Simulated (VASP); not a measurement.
# SiO2 (P6_322) in VASP: notebook

The runs below take SiO2 through single point, with LDA.

Everything below comes from runs of VASP 6.6.1. Logs are shortened: lines on timing, memory, paths and dates and some standing lists are left out, and cuts for length are marked.

## Step 1: The cell of the first run

It takes space group P6_322 (No. 182, hexagonal). Conventional cell: a = 4.940 Å, b = 4.940 Å, c = 8.535 Å, α = 90.00°, β = 90.00°, γ = 120.00°. Within 2.1 Å of Si (site symmetry 3) lie 4 O at 1.59 to 1.61 Å. Within 2.1 Å of O (site symmetry 2) lie 2 Si at 1.61 Å. O (site symmetry 32) has 2 Si at 1.59 Å within 2.1 Å.

## Step 2: Single point, LDA (15.03 Å³/atom)

The input, INCAR:

```
PREC     = Accurate       # precision mode
ENCUT    = 520            # plane-wave cutoff, eV
EDIFF    = 1E-6           # SCF threshold, eV
ISMEAR   = 0              # smearing method
SIGMA    = 0.02           # smearing width, eV
LREAL    = False          # projectors in reciprocal space
LASPH    = True           # aspherical terms in the spheres
NELM     = 100            # most SCF steps
ALGO     = Normal         # electronic algorithm
ISIF     = 2              # what is computed and relaxed
LWAVE    = False          # write WAVECAR
LCHARG   = False          # write CHGCAR
NBANDS   = 44             # bands
```

The input, KPOINTS:

```
Automatic mesh
0
Gamma
  6 6 4
```

The input, POSCAR:

```
SiO2
1.0
    4.9404315596      0.0000000000      0.0000000000
   -2.4702157798      4.2785392363      0.0000000000
    0.0000000000      0.0000000000      8.5352086181
Si O
4 8
Direct
    0.6666666667      0.3333333333      0.9368256360
    0.6666666667      0.3333333333      0.5631743640
    0.3333333333      0.6666666667      0.0631743640
    0.3333333333      0.6666666667      0.4368256360
    0.0000000000      0.3979234704      0.0000000000
    0.3979234704      0.3979234704      0.5000000000
    0.6020765296      0.0000000000      0.5000000000
    0.6020765296      0.6020765296      0.0000000000
    0.0000000000      0.6020765296      0.5000000000
    0.6666666667      0.3333333333      0.7500000000
    0.3333333333      0.6666666667      0.2500000000
    0.3979234704      0.0000000000      0.0000000000
```

Potentials or basis: VASP PAW LDA potentials, release 64 (Si, O).

The run is started by

```bash
cat potpaw_LDA.64/Si/POTCAR potpaw_LDA.64/O/POTCAR > POTCAR
mpirun -np 1 vasp_std > vasp.out
```

OUTCAR:

```text
PREC = Accurate
   ENCUT = 520
   EDIFF = 1E-6
   ISMEAR = 0
   LREAL = False
   LASPH = True
   NELM = 100
   ISIF = 2

 ion  position               nearest neighbor table
   1  0.667  0.333  0.937-  10 1.59   5 1.61  12 1.61   8 1.61   3 3.05   3 3.05   3 3.05
   2  0.667  0.333  0.563-  10 1.59   7 1.61   9 1.61   6 1.61   4 3.05   4 3.05   4 3.05
   3  0.333  0.667  0.063-  11 1.59  12 1.61   5 1.61   8 1.61   1 3.05   1 3.05   1 3.05
   4  0.333  0.667  0.437-  11 1.59   9 1.61   7 1.61   6 1.61   2 3.05   2 3.05   2 3.05
   5  0.000  0.398  0.000-   1 1.61   3 1.61
   6  0.398  0.398  0.500-   2 1.61   4 1.61
   7  0.602  0.000  0.500-   2 1.61   4 1.61
   8  0.602  0.602  0.000-   3 1.61   1 1.61
   9  0.000  0.602  0.500-   4 1.61   2 1.61
  10  0.667  0.333  0.750-   1 1.59   2 1.59
  11  0.333  0.667  0.250-   3 1.59   4 1.59
  12  0.398  0.000  0.000-   3 1.61   1 1.61

  LATTYP: Found a hexagonal cell.
 ALAT       =     4.9404315596
 C/A-ratio  =     1.7276240982

  Lattice vectors:

 A1 = (   4.9404315596,   0.0000000000,   0.0000000000)
 A2 = (  -2.4702157798,   4.2785392363,   0.0000000000)
 A3 = (   0.0000000000,   0.0000000000,   8.5352086181)

Analysis of symmetry for initial positions (statically):
=====================================================================
 Subroutine PRICEL returns:
 Original cell was already a primitive cell.

 Routine SETGRP: Setting up the symmetry group for a
 hexagonal supercell.

 Subroutine GETGRP returns: Found 12 space group operations
 (whereof  6 operations were pure point group operations)
 out of a pool of 24 trial point group operations.

The static configuration has the point symmetry D_3 .
 The point group associated with its full space group is D_6 .

Analysis of symmetry for dynamics (positions and initial velocities):
=====================================================================
 Subroutine PRICEL returns:
 Original cell was already a primitive cell.

 Routine SETGRP: Setting up the symmetry group for a
 hexagonal supercell.

 Subroutine GETGRP returns: Found 12 space group operations
 (whereof  6 operations were pure point group operations)
 out of a pool of 24 trial point group operations.

The dynamic configuration has the point symmetry D_3 .
 The point group associated with its full space group is D_6 .

 Subroutine INISYM returns: Found 12 space group operations
 (whereof  6 operations are pure point group operations),
 and found     1 'primitive' translations

----------------------------------------------------------------------------------------

                                     Primitive cell

  volume of cell :     180.4158

  direct lattice vectors                    reciprocal lattice vectors
     4.940431560  0.000000000  0.000000000     0.202411467  0.116862315  0.000000000
    -2.470215780  4.278539236  0.000000000     0.000000000  0.233724630  0.000000000
     0.000000000  0.000000000  8.535208618     0.000000000  0.000000000  0.117161753

  length of vectors
     4.940431560  4.940431560  8.535208618     0.233724630  0.233724630  0.117161753

  position of ions in fractional coordinates (direct lattice)
     0.666666667  0.333333333  0.936825636
     0.666666667  0.333333333  0.563174364
     0.333333333  0.666666667  0.063174364
     0.333333333  0.666666667  0.436825636
     0.000000000  0.397923470  0.000000000
     0.397923470  0.397923470  0.500000000
     0.602076530  0.000000000  0.500000000
     0.602076530  0.602076530  0.000000000
     0.000000000  0.602076530  0.500000000
     0.666666667  0.333333333  0.750000000
     0.333333333  0.666666667  0.250000000
     0.397923470  0.000000000  0.000000000

  ion indices of the primitive-cell ions
   primitive index   ion index
                 1           1
                 2           2
                 3           3
                 4           4
                 5           5
                 6           6
                 7           7
                 8           8
                 9           9
                10          10
                11          11
                12          12

----------------------------------------------------------------------------------------

 KPOINTS: Automatic mesh

Automatic generation of k-mesh.
 Grid dimensions read from file:
 generate k-points for:    6    6    4

 Generating k-lattice:

  Cartesian coordinates                     Fractional coordinates (reciprocal lattice)
     0.033735245  0.019477053  0.000000000     0.166666667  0.000000000  0.000000000
     0.000000000  0.038954105  0.000000000     0.000000000  0.166666667  0.000000000
     0.000000000  0.000000000  0.029290438     0.000000000  0.000000000  0.250000000

  Length of vectors
     0.038954105  0.038954105  0.029290438

  Shift w.r.t. Gamma in fractional coordinates (k-lattice)
     0.000000000  0.000000000  0.000000000

 Subroutine IBZKPT returns following result:
 ===========================================

 Found     21 irreducible k-points:

 Following reciprocal coordinates:
            Coordinates               Weight
  0.000000  0.000000  0.000000      1.000000
  0.166667  0.000000  0.000000      6.000000
  0.333333  0.000000  0.000000      6.000000
  0.500000  0.000000  0.000000      3.000000
  0.166667  0.166667  0.000000      6.000000
  0.333333  0.166667  0.000000     12.000000
[... 13 lines left out ...]
  0.333333  0.166667  0.500000     12.000000
  0.333333  0.333333  0.500000      2.000000
   k-points           NKPTS =     21   k-points in BZ     NKDIM =     21   number of bands    NBANDS=     44
   number of dos      NEDOS =    301   number of ions     NIONS =     12
   total plane-waves  NPLWV = 102400
   dimension x,y,z NGX =    40 NGY =   40 NGZ =   64
   dimension x,y,z NGXF=    80 NGYF=   80 NGZF=  128
   ions per type =               4   8
   NGX,Y,Z   is equivalent  to a cutoff of  13.46, 13.46, 12.47 a.u.
   NGXF,Y,Z  is equivalent  to a cutoff of  26.92, 26.92, 24.93 a.u.
 SYSTEM =  unknown system
   PREC   = accura    normal or accurate (medium, high low for compatibility)
   ISTART =      0    job   : 0-new  1-cont  2-samecut
   ICHARG =      2    charge: 1-file 2-atom 10-const
   ISPIN  =      1    spin polarized calculation?
   LNONCOLLINEAR =      F non collinear calculations
   LSORBIT =      F    spin-orbit coupling
   LASPH  =      T    aspherical Exc in radial PAW
   ENCUT  =  520.0 eV  38.22 Ry    6.18 a.u.   9.19  9.19 15.87*2*pi/ulx,y,z
   NELM   =    100;   NELMIN=  2; NELMDL= -5     # of ELM steps
   EDIFF  = 0.1E-05   stopping-criterion for ELM
   LREAL  =      F    real-space projection
   EDIFFG = 0.1E-04   stopping-criterion for IOM
   NSW    =      0    number of steps for IOM
   IBRION =     -1    ionic relax: 0-MD 1-quasi-New 2-CG
   NFREE  =      0    steps in history (QN), initial steepest desc. (CG)
   ISIF   =      2    stress and relaxation
   ISYM   =      2    0-nonsym 1-usesym 2-fastsym
   POTIM  = 0.5000    time-step for ionic-motion
   TEBEG  =    0.0;   TEEND  =   0.0 temperature during run
   PSTRESS=    0.0 pullay stress
   NELECT =      64.0000    total number of electrons
   NUPDOWN=      -1.0000    fix difference up-down
   EMIN   =  10.00;   EMAX   =-10.00  energy-range for DOS
   EFERMI =   0.00;   METHOD = LEGACY
   ISMEAR =     0;   SIGMA  =   0.02  broadening in eV -4-tet -1-fermi 0-gaus
   EFERMI_NEDOS =   21; number of points for ismear=-14 and -15
   IALGO  =     38    algorithm
   IMIX   =      4    mixing-type and parameters
     AMIX     =   0.40;   BMIX     =  1.00
     AMIX_MAG =   1.60;   BMIX_MAG =  1.00
  volume/ion in A,a.u.               =      15.03       101.46
  Fermi-wavevector in a.u.,A,eV,Ry     =   1.158893  2.189990 18.273070  1.343033
  Thomas-Fermi vector in A             =   2.295491
   LORBIT       =      0    0 simple, 1 ext, 2 COOP (PROOUT), +10 PAW based schemes
   GGA     = CA    functional components
   LHFCALC =     F    Hartree Fock is set to
   AEXX    =    0.0000 exact exchange contribution
   IVDW    =     0    specifies the selected vdW correction
   LEPSILON=     F    determine dielectric tensor
   LRPA    =     F    only Hartree local field effects (RPA)
 non-spin polarized calculation
 Gauss-broadening in eV      SIGMA  =   0.02
  energy-cutoff  :      520.00
  volume of cell :      180.42
 maximum number of plane-waves:      4876
 NGX is ok and might be reduce to    40
   NGX = 19   NGY = 19   NGZ = 31

 number of electron      63.9999978 magnetization

 Free energy of the ion-electron system (eV)
  ---------------------------------------------------
  ext. energy  EPLUGINS =         0.00000000
  ---------------------------------------------------
  free energy    TOTEN  =      -103.67591571 eV

  energy without entropy =     -103.67591571  energy(sigma->0) =     -103.67591571

 E-fermi :  -0.3009     XC(G=0):  -8.6529

 val. band max:       -0.4006221783   @ k =   0.0000   0.0000   0.2500
 cond. band min:       5.0419925891   @ k =   0.0000   0.0000   0.0000
 fundamental gap:      5.4426147674
 Fermi energy:        -0.3008697789

 k-point     1 :       0.0000    0.0000    0.0000
  band No.  band energies     occupation
      1     -19.7414      2.00000
      2     -19.3310      2.00000
      3     -18.2378      2.00000
      4     -17.5547      2.00000
      5     -17.5237      2.00000
      6     -17.5237      2.00000
[... 36 lines left out ...]
     43      11.3489      0.00000
     44      11.3494      0.00000

 k-point     2 :       0.1667    0.0000    0.0000
  band No.  band energies     occupation
      1     -19.6613      2.00000
      2     -19.2425      2.00000
      3     -18.3300      2.00000
      4     -17.6516      2.00000
      5     -17.5590      2.00000
      6     -17.5431      2.00000
[... 885 lines left out ...]
 k-point    21 :       0.3333    0.3333    0.5000
  band No.  band energies     occupation
      1     -19.0212      2.00000
      2     -19.0212      2.00000
      3     -18.5286      2.00000
      4     -18.5286      2.00000
      5     -17.5883      2.00000
      6     -17.5883      2.00000
[... 36 lines left out ...]
     43      10.2239      0.00000
     44      10.2239      0.00000

------------------------ aborting loop because EDIFF is reached ----------------------------------------

  FORCE on cell =-STRESS in cart. coord.  units (eV):
  Direction    XX          YY          ZZ          XY          YZ          ZX
  --------------------------------------------------------------------------------------
  -------------------------------------------------------------------------------------
  Total        1.5748440      1.5748440      1.5486877      0.0000000      0.0000000      0.0000000
  in kB       13.9853579     13.9853579     13.7530777      0.0000000      0.0000000      0.0000000
  external PRESSURE =      13.9079312 kB  Pullay stress =       0.0000000 kB

 VOLUME and BASIS-vectors are now :
 -----------------------------------------------------------------------------
  energy-cutoff  :      520.00
  volume of cell :      180.42
      direct lattice vectors                 reciprocal lattice vectors
     4.940431560  0.000000000  0.000000000     0.202411467  0.116862315  0.000000000
    -2.470215780  4.278539236  0.000000000     0.000000000  0.233724630  0.000000000
     0.000000000  0.000000000  8.535208618     0.000000000  0.000000000  0.117161753

 POSITION                                       TOTAL-FORCE (eV/Angst)
 -----------------------------------------------------------------------------------
      2.47022      1.42618      7.99600         0.000000     -0.000000     -0.020605
      2.47022      1.42618      4.80681         0.000000     -0.000000      0.020605
     -0.00000      2.85236      0.53921         0.000000     -0.000000      0.020605
     -0.00000      2.85236      3.72840         0.000000     -0.000000     -0.020605
     -0.98296      1.70253      0.00000         0.014490     -0.025098      0.000000
      0.98296      1.70253      4.26760        -0.014490     -0.025098      0.000000
      2.97452      0.00000      4.26760         0.028981     -0.000000      0.000000
      1.48726      2.57601      0.00000         0.014490      0.025098      0.000000
     -1.48726      2.57601      4.26760        -0.014490      0.025098      0.000000
      2.47022      1.42618      6.40141         0.000000     -0.000000      0.000000
     -0.00000      2.85236      2.13380         0.000000     -0.000000      0.000000
      1.96591      0.00000      0.00000        -0.028981     -0.000000      0.000000
 -----------------------------------------------------------------------------------
    total drift:                               -0.000001      0.000000      0.000000

  FREE ENERGIE OF THE ION-ELECTRON SYSTEM (eV)
  ---------------------------------------------------
  free  energy   TOTEN  =      -103.6759157136 eV

  energy  without entropy=     -103.6759157136  energy(sigma->0) =     -103.67591571
```

It took 2.5 min on 1 thread of Intel Xeon Platinum 8488C (Sapphire Rapids), shared host; peak memory 0.3 GiB.

What came out:

```
Free energy            : -103.6759 eV
Pressure               : 1.4 GPa
Largest force          : 0.029 eV/Å
Band gap on the k mesh : 5.44 eV (least direct gap 5.53 eV)
```

Forces on the atoms (eV/Å):
```
Si   0.000  0.000 -0.021
Si   0.000  0.000  0.021
Si   0.000  0.000  0.021
Si   0.000  0.000 -0.021
O    0.014 -0.025  0.000
O   -0.014 -0.025  0.000
O    0.029  0.000  0.000
O    0.014  0.025  0.000
O   -0.014  0.025  0.000
O    0.000  0.000  0.000
O    0.000  0.000  0.000
O   -0.029  0.000  0.000
```

A k mesh can miss the band edges.

## Step 3: Single point, LDA

This run uses another cell than the first one, of 15.50 Å³/atom.

The input, INCAR:

```
PREC = Accurate ; ENCUT = 520
EDIFF = 1E-7 ; ISMEAR = 0
SIGMA = 0.02 ; LREAL = F
LASPH = T ; NELM = 60
ALGO = Normal ; ISIF = 2
LWAVE = F ; LCHARG = F
GGA = CA ; NBANDS = 44
```

KPOINTS is that of step 2.

The input, POSCAR:

```
SiO2
1.0
    5.0150051711      0.0000000000      0.0000000000
   -2.5075025855      4.3431218783      0.0000000000
    0.0000000000      0.0000000000      8.5394403791
Si O
4 8
Direct
    0.6666666667      0.3333333333      0.9370470953
    0.6666666667      0.3333333333      0.5629529047
    0.3333333333      0.6666666667      0.0629529047
    0.3333333333      0.6666666667      0.4370470953
    0.0000000000      0.4120636141      0.0000000000
    0.4120636141      0.4120636141      0.5000000000
    0.5879363859      0.0000000000      0.5000000000
    0.5879363859      0.5879363859      0.0000000000
    0.0000000000      0.5879363859      0.5000000000
    0.6666666667      0.3333333333      0.7500000000
    0.3333333333      0.6666666667      0.2500000000
    0.4120636141      0.0000000000      0.0000000000
```

Potentials or basis: VASP PAW LDA potentials, release 64 (Si, O).

The run is started by

```bash
cat potpaw_LDA.64/Si/POTCAR potpaw_LDA.64/O/POTCAR > POTCAR
mpirun -np 1 vasp_std > vasp.out
```

Wall time 2.3 min (1 thread of Intel Xeon Platinum 8488C (Sapphire Rapids), shared host); peak memory 0.3 GiB.

Results (log left out):

```
Free energy            : -103.7038 eV
Pressure               : 0.5 GPa
Largest force          : 0.024 eV/Å
Band gap on the k mesh : 5.42 eV (least direct gap 5.48 eV)
```

Forces on the atoms (eV/Å):
```
Si   0.000  0.000 -0.016
Si   0.000  0.000  0.016
Si   0.000  0.000  0.016
Si   0.000  0.000 -0.016
O    0.012 -0.020  0.000
O   -0.012 -0.020  0.000
O    0.024  0.000  0.000
O    0.012  0.020  0.000
O   -0.012  0.020  0.000
O    0.000  0.000  0.000
O    0.000  0.000  0.000
O   -0.024  0.000  0.000
```

Levels at points of the mesh, in eV from the valence-band top:
```csv
k point,band 29,band 30,band 31,band 32,band 33,band 34,band 35,band 36
"(0.00, 0.00, 0.00)",-0.85,-0.81,-0.06,-0.06,5.42,7.75,8.05,8.73
"(0.50, 0.00, 0.00)",-0.96,-0.77,-0.66,-0.04,7.70,8.12,8.60,9.05
"(0.00, 0.00, 0.50)",-0.67,-0.67,-0.20,-0.20,6.21,6.21,9.02,9.02
"(0.50, 0.00, 0.50)",-0.76,-0.76,-0.38,-0.38,8.12,8.12,8.37,8.37
```

A k mesh can miss the band edges.
